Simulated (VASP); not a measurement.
# Hf (P6_3/mmc) in VASP: single point with PBE

Aim: the single point of Hf with PBE.

Everything below comes from runs of VASP 6.6.1. Logs are shortened: lines on timing, memory, paths and dates and some standing lists are left out, and cuts for length are marked.

## (1) The cell of the first run

The structure is hexagonal, space group P6_3/mmc (No. 194). The conventional cell has a = 3.206 Å, b = 3.206 Å, c = 5.061 Å, α = 90.00°, β = 90.00°, γ = 120.00°. Within 4.1 Å of Hf (site symmetry -6m2) lie 12 Hf at 3.14 to 3.21 Å.

## (2) Single point, PBE

Contents of INCAR:

```
SYSTEM = Hf
ALGO = Normal
EDIFF = 1E-6
ENCUT = 520
GGA = PE
ISIF = 2
ISMEAR = 1
LASPH = .True.
LCHARG = .False.
LREAL = Auto
LWAVE = .False.
NBANDS = 204
NELM = 80
PREC = Accurate
SIGMA = 0.1
```

Contents of KPOINTS:

```
k-points
0
Gamma
  2 2 2
  0 0 0
```

Contents of POSCAR:

```
Hf
1.0
    9.6169400360      0.0000000000      0.0000000000
   -4.8084700180      8.3285143778      0.0000000000
    0.0000000000      0.0000000000     10.1215442020
Hf
36
Direct
    0.1111111111      0.2222222222      0.1250000000
    0.2222222222      0.1111111111      0.3750000000
    0.1111111111      0.2222222222      0.6250000000
    0.2222222222      0.1111111111      0.8750000000
    0.1111111111      0.5555555556      0.1250000000
    0.2222222222      0.4444444444      0.3750000000
    0.1111111111      0.5555555556      0.6250000000
    0.2222222222      0.4444444444      0.8750000000
    0.1111111111      0.8888888889      0.1250000000
    0.2222222222      0.7777777778      0.3750000000
    0.1111111111      0.8888888889      0.6250000000
    0.2222222222      0.7777777778      0.8750000000
    0.4444444444      0.2222222222      0.1250000000
    0.5555555556      0.1111111111      0.3750000000
    0.4444444444      0.2222222222      0.6250000000
    0.5555555556      0.1111111111      0.8750000000
    0.4444444444      0.5555555556      0.1250000000
    0.5555555556      0.4444444444      0.3750000000
    0.4444444444      0.5555555556      0.6250000000
    0.5555555556      0.4444444444      0.8750000000
    0.4444444444      0.8888888889      0.1250000000
    0.5555555556      0.7777777778      0.3750000000
    0.4444444444      0.8888888889      0.6250000000
    0.5555555556      0.7777777778      0.8750000000
    0.7777777778      0.2222222222      0.1250000000
    0.8888888889      0.1111111111      0.3750000000
    0.7777777778      0.2222222222      0.6250000000
    0.8888888889      0.1111111111      0.8750000000
    0.7777777778      0.5555555556      0.1250000000
    0.8888888889      0.4444444444      0.3750000000
    0.7777777778      0.5555555556      0.6250000000
    0.8888888889      0.4444444444      0.8750000000
    0.7777777778      0.8888888889      0.1250000000
    0.8888888889      0.7777777778      0.3750000000
    0.7777777778      0.8888888889      0.6250000000
    0.8888888889      0.7777777778      0.8750000000
```

Potentials or basis: VASP PAW PBE potentials, release 64 (Hf_pv).

The run is started by

```bash
> cat potpaw_PBE.64/Hf_pv/POTCAR > POTCAR
> mpirun -np 1 vasp_std > vasp.out
```

OUTCAR:

```text
SYSTEM = Hf
   EDIFF = 1E-6
   ENCUT = 520
   GGA = PE
   ISIF = 2
   ISMEAR = 1
   LASPH = .True.
   LREAL = Auto
   NELM = 80
   PREC = Accurate

 ion  position               nearest neighbor table
   1  0.111  0.222  0.125-   6 3.14   8 3.14   2 3.14   4 3.14  26 3.14  28 3.14   9 3.21  33 3.21
                            13 3.21  25 3.21  17 3.21   5 3.21
   2  0.222  0.111  0.375-   9 3.14  11 3.14  13 3.14  15 3.14   1 3.14   3 3.14   6 3.21  10 3.21
                            34 3.21  26 3.21  18 3.21  14 3.21
   3  0.111  0.222  0.625-   6 3.14   8 3.14   2 3.14   4 3.14  26 3.14  28 3.14  11 3.21  35 3.21
                            15 3.21  27 3.21  19 3.21   7 3.21
   4  0.222  0.111  0.875-   9 3.14  11 3.14  13 3.14  15 3.14   1 3.14   3 3.14   8 3.21  12 3.21
                            36 3.21  28 3.21  20 3.21  16 3.21
   5  0.111  0.556  0.125-  10 3.14  12 3.14  30 3.14  32 3.14   6 3.14   8 3.14   9 3.21  21 3.21
                            17 3.21  29 3.21  25 3.21   1 3.21
   6  0.222  0.444  0.375-   1 3.14   3 3.14  17 3.14  19 3.14   5 3.14   7 3.14   2 3.21  26 3.21
                            30 3.21  10 3.21  22 3.21  18 3.21
   7  0.111  0.556  0.625-  10 3.14  12 3.14  30 3.14  32 3.14   6 3.14   8 3.14  11 3.21  23 3.21
                            19 3.21  31 3.21  27 3.21   3 3.21
   8  0.222  0.444  0.875-   1 3.14   3 3.14  17 3.14  19 3.14   5 3.14   7 3.14   4 3.21  28 3.21
                            32 3.21  12 3.21  24 3.21  20 3.21
   9  0.111  0.889  0.125-   2 3.14   4 3.14  10 3.14  12 3.14  34 3.14  36 3.14   5 3.21  13 3.21
[... 62 lines left out ...]
 A1 = (   9.6169400360,   0.0000000000,   0.0000000000)
 A2 = (  -4.8084700180,   8.3285143778,   0.0000000000)
 A3 = (   0.0000000000,   0.0000000000,  10.1215442020)

Analysis of symmetry for initial positions (statically):
=====================================================================
 Subroutine PRICEL returns following result:

  LATTYP: Found a hexagonal cell.
 ALAT       =     3.2056466783
 C/A-ratio  =     1.5787055184

  Lattice vectors:

 A1 = (   3.2056466783,   0.0000000000,   0.0000000000)
 A2 = (  -1.6028233392,   2.7761714590,   0.0000000000)
 A3 = (   0.0000000000,   0.0000000000,   5.0607721010)

  18 primitive cells build up your supercell.

 Routine SETGRP: Setting up the symmetry group for a
 hexagonal supercell.

 Subroutine GETGRP returns: Found 24 space group operations
 (whereof 12 operations were pure point group operations)
 out of a pool of 24 trial point group operations.

The static configuration has the point symmetry D_3d.
 The point group associated with its full space group is D_6h.

Analysis of symmetry for dynamics (positions and initial velocities):
=====================================================================
 Subroutine PRICEL returns following result:

[... 112 lines left out ...]
   EMIN   =  10.00;   EMAX   =-10.00  energy-range for DOS
   EFERMI =   0.00;   METHOD = LEGACY
   ISMEAR =     1;   SIGMA  =   0.10  broadening in eV -4-tet -1-fermi 0-gaus
   EFERMI_NEDOS =   21; number of points for ismear=-14 and -15
   IALGO  =     38    algorithm
   IMIX   =      4    mixing-type and parameters
     AMIX     =   0.40;   BMIX     =  1.00
     AMIX_MAG =   1.60;   BMIX_MAG =  1.00
  volume/ion in A,a.u.               =      22.52       151.97
  Fermi-wavevector in a.u.,A,eV,Ry     =   1.248989  2.360247 21.224726  1.559973
  Thomas-Fermi vector in A             =   2.383050
   LORBIT       =      0    0 simple, 1 ext, 2 COOP (PROOUT), +10 PAW based schemes
   GGA     = PE    functional components
   LHFCALC =     F    Hartree Fock is set to
   AEXX    =    0.0000 exact exchange contribution
   IVDW    =     0    specifies the selected vdW correction
   LEPSILON=     F    determine dielectric tensor
   LRPA    =     F    only Hartree local field effects (RPA)
 non-spin polarized calculation
 Methfessel and Paxton  Order N= 1 SIGMA  =   0.10
  energy-cutoff  :      520.00
  volume of cell :      810.68
 maximum number of plane-waves:     21890
 NGX is ok and might be reduce to    72
   NGX = 35   NGY = 35   NGZ = 37

 number of electron     360.0000087 magnetization

 Free energy of the ion-electron system (eV)
  ---------------------------------------------------
  ext. energy  EPLUGINS =         0.00000000
  ---------------------------------------------------
  free energy    TOTEN  =      -356.74299061 eV

  energy without entropy =     -356.62410182  energy(sigma->0) =     -356.70336102

 E-fermi :   4.9284     XC(G=0): -11.2538

 val. band max:        4.9230055862   @ k =   0.0000   0.0000   0.5000
 cond. band min:       4.9362162941   @ k =   0.5000   0.0000   0.0000
 fundamental gap:      0.0132107079
 Fermi energy:         4.9284277672

 k-point     1 :       0.0000    0.0000    0.0000
  band No.  band energies     occupation
      1     -26.2048      2.00000
      2     -26.0099      2.00000
      3     -26.0099      2.00000
      4     -26.0099      2.00000
      5     -26.0099      2.00000
      6     -26.0005      2.00000
[... 769 lines left out ...]
    191       5.3920     -0.00000
    192       5.3920     -0.00000
 [bands above 192 left out]

------------------------ aborting loop because EDIFF is reached ----------------------------------------

  FORCE on cell =-STRESS in cart. coord.  units (eV):
  Direction    XX          YY          ZZ          XY          YZ          ZX
  --------------------------------------------------------------------------------------
  -------------------------------------------------------------------------------------
  Total       -2.4043959     -2.4043959      2.7555934      0.0000000      0.0000000      0.0000000
  in kB       -4.7518785     -4.7518785      5.4459605      0.0000000      0.0000000      0.0000000
  external PRESSURE =      -1.3525989 kB  Pullay stress =       0.0000000 kB

 VOLUME and BASIS-vectors are now :
 -----------------------------------------------------------------------------
  energy-cutoff  :      520.00
  volume of cell :      810.68
      direct lattice vectors                 reciprocal lattice vectors
     9.616940036  0.000000000  0.000000000     0.103983179  0.060034717  0.000000000
    -4.808470018  8.328514378  0.000000000     0.000000000  0.120069433  0.000000000
     0.000000000  0.000000000 10.121544202     0.000000000  0.000000000  0.098799154

 POSITION                                       TOTAL-FORCE (eV/Angst)
 -----------------------------------------------------------------------------------
      0.00000      1.85078      1.26519         0.000000     -0.000000     -0.000000
      1.60282      0.92539      3.79558        -0.000000      0.000000     -0.000000
      0.00000      1.85078      6.32597         0.000000     -0.000000     -0.000000
      1.60282      0.92539      8.85635        -0.000000      0.000000      0.000000
     -1.60282      4.62695      1.26519         0.000000     -0.000000      0.000000
      0.00000      3.70156      3.79558        -0.000000     -0.000000     -0.000000
[... 28 lines left out ...]
      3.20565      7.40312      6.32597         0.000000     -0.000000      0.000000
      4.80847      6.47773      8.85635        -0.000000      0.000000     -0.000000
 -----------------------------------------------------------------------------------
    total drift:                               -0.000000      0.000000      0.000000

  FREE ENERGIE OF THE ION-ELECTRON SYSTEM (eV)
  ---------------------------------------------------
  free  energy   TOTEN  =      -356.7429906120 eV

  energy  without entropy=     -356.6241018212  energy(sigma->0) =     -356.70336102
```

OSZICAR:

```text
N       E                     dE             d eps       ncg     rms          rms(c)
DAV:   1     0.186544108764E+04    0.18654E+04   -0.19964E+05  1640   0.170E+03
DAV:   2    -0.201770201484E+03   -0.20672E+04   -0.20134E+04  1784   0.444E+02
DAV:   3    -0.357445125537E+03   -0.15567E+03   -0.14751E+03  2128   0.652E+01
DAV:   4    -0.368997792775E+03   -0.11553E+02   -0.10984E+02  2056   0.135E+01
DAV:   5    -0.369747449290E+03   -0.74966E+00   -0.70124E+00  2072   0.271E+00    0.278E+02
DAV:   6    -0.360180785831E+03    0.95667E+01   -0.10049E+01  1760   0.698E+00    0.162E+02
DAV:   7    -0.356853988928E+03    0.33268E+01   -0.15576E+01  1784   0.846E+00    0.827E+00
DAV:   8    -0.356733471740E+03    0.12052E+00   -0.13431E+00  1896   0.224E+00    0.256E+00
DAV:   9    -0.356743219037E+03   -0.97473E-02   -0.96582E-02  2072   0.421E-01    0.239E+00
DAV:  10    -0.356742996297E+03    0.22274E-03   -0.53254E-03  2144   0.736E-02    0.155E-01
DAV:  11    -0.356743049136E+03   -0.52839E-04   -0.61935E-04  1872   0.419E-02    0.614E-01
DAV:  12    -0.356742997451E+03    0.51685E-04   -0.10734E-04  1872   0.168E-02    0.853E-02
DAV:  13    -0.356742994972E+03    0.24789E-05   -0.10949E-05  1560   0.319E-03    0.606E-02
DAV:  14    -0.356742991217E+03    0.37547E-05   -0.11167E-06  1144   0.129E-03    0.139E-02
DAV:  15    -0.356742990612E+03    0.60496E-06   -0.17799E-07  1120   0.584E-04
   1 F= -.35674299E+03 E0= -.35670336E+03  d E =-.118889E+00
```

Wall time 17 min (1 thread of Intel Xeon Platinum 8488C (Sapphire Rapids), shared host); peak memory 1 GiB.

Results:

| Property | Result |
| --- | --- |
| Free energy | -356.7430 eV |
| Pressure | -0.1 GPa |
| Band gap on the k mesh | zero (bands 180 and 181 overlap by 0.06 eV) |

Levels at points of the mesh, in eV from the Fermi level:
```csv
k point,band 177,band 178,band 179,band 180,band 181,band 182,band 183,band 184
"(0.00, 0.00, 0.00)",-0.26,-0.26,-0.26,-0.26,0.11,0.11,0.32,0.32
"(0.50, 0.00, 0.00)",-0.34,-0.34,-0.07,-0.07,0.01,0.01,0.01,0.01
"(0.00, 0.00, 0.50)",-0.01,-0.01,-0.01,-0.01,-0.01,-0.01,-0.01,-0.01
"(0.50, 0.00, 0.50)",0.06,0.06,0.06,0.06,0.27,0.27,0.27,0.27
```

Caveat: the k points lie up to 0.38 Å⁻¹ apart; spin-orbit coupling is left out, which moves the levels of the heavy elements.
